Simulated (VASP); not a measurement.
# Ti3N3O in VASP: a series of runs

The runs below take Ti3N3O through single point, with PBE.

All numbers are computed with VASP 6.6.1; they aren't measurements. Logs are shortened: lines on timing, memory, paths and dates and some standing lists are left out, and cuts for length are marked.

## 1. The cell of the first run

The cell holds a slab with vacuum, 7 atoms: a = 3.003 Å, b = 3.003 Å, c = 23.054 Å, α = 90.00°, β = 90.00°, γ = 120.00°.

## 2. Single point, PBE, collinear spin, ferromagnetic start

The input, INCAR:

```
PREC = Accurate
ENCUT = 520
EDIFF = 1E-6
ISMEAR = 0
SIGMA = 0.1
LREAL = False
LASPH = True
NELM = 150
ALGO = Normal
ISIF = 2
LWAVE = False
LCHARG = False
ISPIN = 2
MAGMOM = 0 0 0 0 0 0 2
LORBIT = 11
LMAXMIX = 4
LDIPOL = True
IDIPOL = 3
DIPOL = 0.5 0.5 0.337
GGA = PE
NBANDS = 42
```

The input, KPOINTS:

```
Automatic mesh
0
Gamma
  9 9 1
```

The input, POSCAR:

```
Ti3N3O
1.0
    3.0028555065      0.0000000000      0.0000000000
   -1.5014277533      2.6005491526      0.0000000000
    0.0000000000      0.0000000000     23.0541471875
N Ti O
3 3 1
Direct
    0.3333333333      0.6666666667      0.1735045746
    0.0000000000      0.0000000000      0.2798551255
    0.6666666667      0.3333333333      0.3877458571
    0.6666666667      0.3333333333      0.2266798501
    0.3333333333      0.6666666667      0.3342486897
    0.0000000000      0.0000000000      0.4361101326
    0.0000000000      0.0000000000      0.5237299428
```

Potentials or basis: VASP PAW PBE potentials, release 64 (N, Ti_sv, O).

On the command line:

```sh
$ cat potpaw_PBE.64/N/POTCAR potpaw_PBE.64/Ti_sv/POTCAR potpaw_PBE.64/O/POTCAR > POTCAR
$ mpirun -np 1 vasp_std > vasp.out
```

OUTCAR:

```text
PREC = Accurate
   ENCUT = 520
   EDIFF = 1E-6
   ISMEAR = 0
   LREAL = False
   LASPH = True
   NELM = 150
   ISIF = 2
   ISPIN = 2
   LORBIT = 11
   GGA = PE

 ion  position               nearest neighbor table
   1  0.333  0.667  0.174-   4 2.12   4 2.12   4 2.12
   2  0.000  0.000  0.280-   4 2.12   4 2.12   4 2.12   5 2.14   5 2.14   5 2.14
   3  0.667  0.333  0.388-   6 2.06   6 2.06   6 2.06   5 2.13   5 2.13   5 2.13
   4  0.667  0.333  0.227-   2 2.12   2 2.12   2 2.12   1 2.12   1 2.12   1 2.12
   5  0.333  0.667  0.334-   3 2.13   3 2.13   3 2.13   2 2.14   2 2.14   2 2.14   6 2.92   6 2.92
                             6 2.92
   6  0.000  0.000  0.436-   7 2.02   3 2.06   3 2.06   3 2.06   5 2.92   5 2.92   5 2.92
   7  0.000  0.000  0.524-   6 2.02

  LATTYP: Found a hexagonal cell.
 ALAT       =     3.0028555065
 C/A-ratio  =     7.6774080996

  Lattice vectors:

 A1 = (   3.0028555065,   0.0000000000,   0.0000000000)
 A2 = (  -1.5014277533,   2.6005491526,   0.0000000000)
 A3 = (   0.0000000000,   0.0000000000,  23.0541471875)

Analysis of symmetry for initial positions (statically):
=====================================================================
 Subroutine PRICEL returns:
 Original cell was already a primitive cell.

 Routine SETGRP: Setting up the symmetry group for a
 hexagonal supercell.

 Subroutine GETGRP returns: Found  6 space group operations
 (whereof  6 operations were pure point group operations)
 out of a pool of 24 trial point group operations.

The static configuration has the point symmetry C_3v.

Analysis of symmetry for dynamics (positions and initial velocities):
=====================================================================
 Subroutine PRICEL returns:
 Original cell was already a primitive cell.

 Routine SETGRP: Setting up the symmetry group for a
 hexagonal supercell.

 Subroutine GETGRP returns: Found  6 space group operations
 (whereof  6 operations were pure point group operations)
 out of a pool of 24 trial point group operations.

The dynamic configuration has the point symmetry C_3v.

Analysis of structural, dynamic, and magnetic symmetry:
=====================================================================
 Subroutine PRICEL returns:
 Original cell was already a primitive cell.

 Routine SETGRP: Setting up the symmetry group for a
 hexagonal supercell.

 Subroutine GETGRP returns: Found  6 space group operations
 (whereof  6 operations were pure point group operations)
 out of a pool of 24 trial point group operations.

The overall configuration has the point symmetry C_3v.

 Subroutine INISYM returns: Found  6 space group operations
 (whereof  6 operations are pure point group operations),
 and found     1 'primitive' translations

----------------------------------------------------------------------------------------

                                     Primitive cell

  volume of cell :     180.0315

  direct lattice vectors                    reciprocal lattice vectors
     3.002855506  0.000000000  0.000000000     0.333016357  0.192267083  0.000000000
    -1.501427753  2.600549153  0.000000000     0.000000000  0.384534166  0.000000000
     0.000000000  0.000000000 23.054147187     0.000000000  0.000000000  0.043376144

  length of vectors
     3.002855506  3.002855507 23.054147187     0.384534166  0.384534166  0.043376144

  position of ions in fractional coordinates (direct lattice)
     0.333333333  0.666666667  0.173504575
     0.000000000  0.000000000  0.279855125
     0.666666667  0.333333333  0.387745857
     0.666666667  0.333333333  0.226679850
     0.333333333  0.666666667  0.334248690
     0.000000000  0.000000000  0.436110133
     0.000000000  0.000000000  0.523729943

  ion indices of the primitive-cell ions
   primitive index   ion index
                 1           1
                 2           2
                 3           3
                 4           4
                 5           5
                 6           6
                 7           7

----------------------------------------------------------------------------------------

 KPOINTS: Automatic mesh
[... 45 lines left out ...]
 SYSTEM =  unknown system
   PREC   = accura    normal or accurate (medium, high low for compatibility)
   ISTART =      0    job   : 0-new  1-cont  2-samecut
   ICHARG =      2    charge: 1-file 2-atom 10-const
   ISPIN  =      2    spin polarized calculation?
   LNONCOLLINEAR =      F non collinear calculations
   LSORBIT =      F    spin-orbit coupling
   LASPH  =      T    aspherical Exc in radial PAW
   ENCUT  =  520.0 eV  38.22 Ry    6.18 a.u.   5.58  5.58 42.87*2*pi/ulx,y,z
   NELM   =    150;   NELMIN=  2; NELMDL= -5     # of ELM steps
   EDIFF  = 0.1E-05   stopping-criterion for ELM
   LREAL  =      F    real-space projection
   EDIFFG = 0.1E-04   stopping-criterion for IOM
   NSW    =      0    number of steps for IOM
   IBRION =     -1    ionic relax: 0-MD 1-quasi-New 2-CG
   NFREE  =      0    steps in history (QN), initial steepest desc. (CG)
   ISIF   =      2    stress and relaxation
   ISYM   =      2    0-nonsym 1-usesym 2-fastsym
   POTIM  = 0.5000    time-step for ionic-motion
   TEBEG  =    0.0;   TEEND  =   0.0 temperature during run
   PSTRESS=    0.0 pullay stress
   NELECT =      57.0000    total number of electrons
   NUPDOWN=      -1.0000    fix difference up-down
   EMIN   =  10.00;   EMAX   =-10.00  energy-range for DOS
   EFERMI =   0.00;   METHOD = LEGACY
   ISMEAR =     0;   SIGMA  =   0.10  broadening in eV -4-tet -1-fermi 0-gaus
   EFERMI_NEDOS =   21; number of points for ismear=-14 and -15
   IALGO  =     38    algorithm
   IMIX   =      4    mixing-type and parameters
     AMIX     =   0.40;   BMIX     =  1.00
     AMIX_MAG =   1.60;   BMIX_MAG =  1.00
  volume/ion in A,a.u.               =      25.72       173.56
  Fermi-wavevector in a.u.,A,eV,Ry     =   1.115793  2.108543 16.939169  1.244994
  Thomas-Fermi vector in A             =   2.252401
   LORBIT       =     11    0 simple, 1 ext, 2 COOP (PROOUT), +10 PAW based schemes
   GGA     = PE    functional components
   LHFCALC =     F    Hartree Fock is set to
   AEXX    =    0.0000 exact exchange contribution
   IVDW    =     0    specifies the selected vdW correction
   LEPSILON=     F    determine dielectric tensor
   LRPA    =     F    only Hartree local field effects (RPA)
 spin polarized calculation
 Gauss-broadening in eV      SIGMA  =   0.10
  energy-cutoff  :      520.00
  volume of cell :      180.03
 maximum number of plane-waves:      4899
 NGX is ok and might be reduce to    24
   NGX = 11   NGY = 11   NGZ = 85

 dipolmoment           0.000000      0.000000     -0.000770 electrons x Angstroem

 number of electron      57.0000010 magnetization       0.8427612

 dipolmoment           0.000000      0.000000      0.031674 electrons x Angstroem

 Free energy of the ion-electron system (eV)
  ---------------------------------------------------
  ext. energy  EPLUGINS =         0.00000000
  ---------------------------------------------------
  free energy    TOTEN  =       -60.28250879 eV

  energy without entropy =      -60.25866186  energy(sigma->0) =      -60.27058533

 E-fermi :  -1.9030     XC(G=0):  -5.5203

 val. band max:       -1.9082481362   @ k =   0.4444   0.1111   0.0000
 cond. band min:      -1.8984005558   @ k =   0.1111   0.1111   0.0000
 fundamental gap:      0.0098475804
 Fermi energy:        -1.9030133177

 spin component 1

 k-point     1 :       0.0000    0.0000    0.0000
  band No.  band energies     occupation
      1     -59.5030      1.00000
      2     -59.0176      1.00000
      3     -58.4768      1.00000
      4     -35.9292      1.00000
      5     -35.5596      1.00000
      6     -35.5596      1.00000
[... 505 lines left out ...]
     39       1.9272      0.00000
     40       2.2310      0.00000
 Fermi energy:        -1.9030133177

 spin component 2

 k-point     1 :       0.0000    0.0000    0.0000
  band No.  band energies     occupation
      1     -59.4840      1.00000
      2     -59.1728      1.00000
      3     -58.5081      1.00000
      4     -35.9260      1.00000
      5     -35.5439      1.00000
      6     -35.5439      1.00000
[... 505 lines left out ...]
     39       1.8834      0.00000
     40       2.2440      0.00000
 [bands above 40 left out]

------------------------ aborting loop because EDIFF is reached ----------------------------------------

 vacuum level on the upper side and lower side of the slab       (xc-potential included)         0.395        -0.329

  FORCE on cell =-STRESS in cart. coord.  units (eV):
  Direction    XX          YY          ZZ          XY          YZ          ZX
  --------------------------------------------------------------------------------------
  -------------------------------------------------------------------------------------
  Total        0.4346521      0.4346521    -11.8995459     -0.0000000      0.0000000      0.0000000
  in kB        3.8681546      3.8681546   -105.8991335     -0.0000000      0.0000000      0.0000000
  external PRESSURE =     -32.7209414 kB  Pullay stress =       0.0000000 kB

 VOLUME and BASIS-vectors are now :
 -----------------------------------------------------------------------------
  energy-cutoff  :      520.00
  volume of cell :      180.03
      direct lattice vectors                 reciprocal lattice vectors
     3.002855506  0.000000000  0.000000000     0.333016357  0.192267083  0.000000000
    -1.501427753  2.600549153  0.000000000     0.000000000  0.384534166  0.000000000
     0.000000000  0.000000000 23.054147187     0.000000000  0.000000000  0.043376144

 POSITION                                       TOTAL-FORCE (eV/Angst)
 -----------------------------------------------------------------------------------
     -0.00000      1.73370      4.00000         0.000000     -0.000000      4.154821
      0.00000      0.00000      6.45182        -0.000000     -0.000000      1.158722
      1.50143      0.86685      8.93915        -0.000000     -0.000000      0.049174
      1.50143      0.86685      5.22591        -0.000000     -0.000000     -5.326158
     -0.00000      1.73370      7.70582        -0.000000      0.000000     -0.130351
      0.00000      0.00000     10.05415        -0.000000      0.000000      4.284082
      0.00000      0.00000     12.07415        -0.000000     -0.000000     -4.190290
 -----------------------------------------------------------------------------------
    total drift:                               -0.000000     -0.000000      0.000158

  FREE ENERGIE OF THE ION-ELECTRON SYSTEM (eV)
  ---------------------------------------------------
  free  energy   TOTEN  =       -60.2825087906 eV

  energy  without entropy=      -60.2586618646  energy(sigma->0) =      -60.27058533

 vacuum level on the upper side and lower side of the slab         7.154         6.410

 total charge

# of ion       s       p       d       tot
------------------------------------------
    1        1.311   2.200   0.000   3.511
    2        1.250   2.492   0.000   3.743
    3        1.251   2.514   0.000   3.765
    4        2.193   6.225   1.883  10.301
    5        2.181   6.224   1.971  10.377
    6        2.190   6.191   1.986  10.367
    7        1.614   3.082   0.000   4.696
--------------------------------------------------
tot         11.991  28.929   5.840  46.760

 magnetization (x)

# of ion       s       p       d       tot
------------------------------------------
    1        0.006   0.124   0.000   0.130
    2        0.001   0.016   0.000   0.017
    3        0.001   0.011   0.000   0.011
    4        0.002   0.003  -0.034  -0.028
    5        0.000   0.001   0.020   0.021
    6       -0.004  -0.009  -0.156  -0.170
    7        0.007   0.706   0.000   0.713
--------------------------------------------------
tot          0.013   0.851  -0.170   0.695
```

Run time: 7.2 min. Hardware: 1 thread of AMD EPYC 9R14 (Zen 4), shared host; peak memory 0.43 GiB.

Results:

```
Free energy                                           : -60.2825 eV
Largest force                                         : 5.326 eV/Å
Net moment                                            : 0.84 μB per cell
Site moments                                          : N +0.13, +0.02, +0.01; Ti -0.03, +0.02, -0.17; O +0.71 μB
Valence electrons inside the program's atomic spheres : N 3.51, 3.74, 3.77; Ti 10.30, 10.38, 10.37; O 4.70
```

Forces on the atoms (eV/Å):
```
N    0.000  0.000  4.155
N    0.000  0.000  1.159
N    0.000  0.000  0.049
Ti   0.000  0.000 -5.326
Ti   0.000  0.000 -0.130
Ti   0.000  0.000  4.284
O    0.000  0.000 -4.190
```

Levels at points of the mesh, in eV from the Fermi level:
Spin up:
```tsv
k point	band 27	band 28	band 29	band 30	band 31	band 32
(0.00, 0.00, 0.00)	-0.35	-0.35	0.32	0.32	0.46	1.54
```
Spin down:
| k point | band 26 | band 27 | band 28 | band 29 | band 30 | band 31 |
| --- | --- | --- | --- | --- | --- | --- |
| (0.00, 0.00, 0.00) | -0.29 | 0.08 | 0.08 | 0.49 | 0.67 | 0.67 |

## 3. Single point, PBE, collinear spin, ferromagnetic start

The input, INCAR:

```
ALGO = Normal ; DIPOL = 0.5 0.5 0.342
EDIFF = 1E-6 ; ENCUT = 520
GGA = PE ; IDIPOL = 3
ISIF = 2 ; ISMEAR = 0
ISPIN = 2 ; LASPH = T
LCHARG = F ; LDIPOL = T
LMAXMIX = 4 ; LORBIT = 11
LREAL = F ; LWAVE = F
MAGMOM = 0 0 0 0 0 0 2 ; NBANDS = 42
NELM = 150 ; PREC = Accurate
SIGMA = 0.1
```

The input, KPOINTS:

```
k-points
0
Gamma
  9 9 1
```

Edit POSCAR of step 2 so:

```diff
@@ -14,2 +14,2 @@
     0.0000000000      0.0000000000      0.4361101326
-    0.0000000000      0.0000000000      0.5237299428
+    0.0000000000      0.0000000000      0.5579970963
```

Potentials or basis: VASP PAW PBE potentials, release 64 (N, Ti_sv, O).

On the command line:

```sh
$ cat potpaw_PBE.64/N/POTCAR potpaw_PBE.64/Ti_sv/POTCAR potpaw_PBE.64/O/POTCAR > POTCAR
$ mpirun -np 1 vasp_std > vasp.out
```

It took 7.6 min on 1 thread of AMD EPYC 9R14 (Zen 4), shared host; peak memory 0.44 GiB.

It converged, with:

```yaml
Free_energy: -57.7909 eV
Largest_force: 5.436 eV/Å
Net_moment: 1.38 μB per cell
Site_moments: N +0.00, -0.00; Ti -0.00, +0.04, -0.12; O +1.28 μB
Valence_electrons_inside_the_program's_atomic_spheres: N 3.51, 3.74, 3.75; Ti 10.30, 10.38, 10.31; O 4.58
```

Forces in eV/Å, atoms in the order of the input:
```
N    0.000  0.000  4.209
N    0.000  0.000  1.252
N    0.000  0.000  0.105
Ti   0.000  0.000 -5.436
Ti   0.000  0.000 -0.137
Ti   0.000  0.000  2.174
O    0.000  0.000 -2.167
```

Levels at points of the mesh, in eV from the Fermi level:
Spin up:
```csv
k point,band 25,band 26,band 27,band 28,band 29,band 30,band 31,band 32,band 33,band 34
"(0.00, 0.00, 0.00)",-2.00,-1.14,-0.28,-0.28,0.30,0.30,0.44,1.46,1.46,1.58
```
Spin down:
```csv
k point,band 24,band 25,band 26,band 27,band 28,band 29,band 30,band 31,band 32,band 33
"(0.00, 0.00, 0.00)",-1.12,-0.28,-0.28,0.28,0.28,0.43,1.36,1.36,1.48,1.48
```
